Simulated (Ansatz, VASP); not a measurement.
# One calculation of Au, two programs

INCAR

```
PREC = Accurate
ENCUT = 520
EDIFF = 1E-6
ISMEAR = -1
SIGMA = 0.06
LREAL = False
LASPH = True
NELM = 60
ALGO = Normal
ISIF = 2
LWAVE = False
LCHARG = True
LELF = True
LVHAR = True
NBANDS = 12
```

File KPOINTS:

```
regular mesh
0
Gamma
  12 12 12
```

Contents of POSCAR:

```
Au
1.0
    0.0000000000      2.1161740000      2.1161740000
    2.1161740000      0.0000000000      2.1161740000
    2.1161740000      2.1161740000      0.0000000000
Au
1
Direct
    0.0000000000      0.0000000000      0.0000000000
```

Input for Ansatz:

```yaml
crystal:
  atoms:
  - position: [0.0, 0.0, 0.0]
    symbol: Au
  lattice:
  - [0.0, 2.116174, 2.116174]
  - [2.116174, 0.0, 2.116174]
  - [2.116174, 2.116174, 0.0]
hamiltonian:
  dispersion: none
  pseudopotentials:
    dirac_shells:
      Au: [2p, 3d, 3p, 4d, 4p]
    kind: all_electron
    lapw: {}
    relativity: scalar
  xc: lda
kpoints:
  mp_grid:
    grid: [12, 12, 12]
    shift: [0, 0, 0]
magnetization: {spin_polarized: false}
output: {forces: true, stress: true}
scf:
  occupations: {method: fermi_dirac, width: 0.06}
```

Alike in both runs: task single point; functional LDA; k mesh 12 × 12 × 12; occupations fermi-dirac, width 0.06 eV; no spin polarisation.

|  | VASP | Ansatz |
| --- | --- | --- |
| version | VASP 6.6.1 | Ansatz 0.2 development build |
| potentials or method | VASP PAW LDA potentials, release 64 (Au), cutoff 520 eV | all-electron full-potential LAPW, scalar-relativistic |

|  | VASP | Ansatz | Ansatz less VASP |
| --- | --- | --- | --- |
| pressure (GPa) | -17.1 | -17.4 | -0.27 |

LDA's correlation is that of Perdew and Zunger in VASP and of Perdew and Wang (1992) in Ansatz. Ansatz ran all-electron here, and VASP with PAW potentials.

Spin-orbit coupling is off throughout.
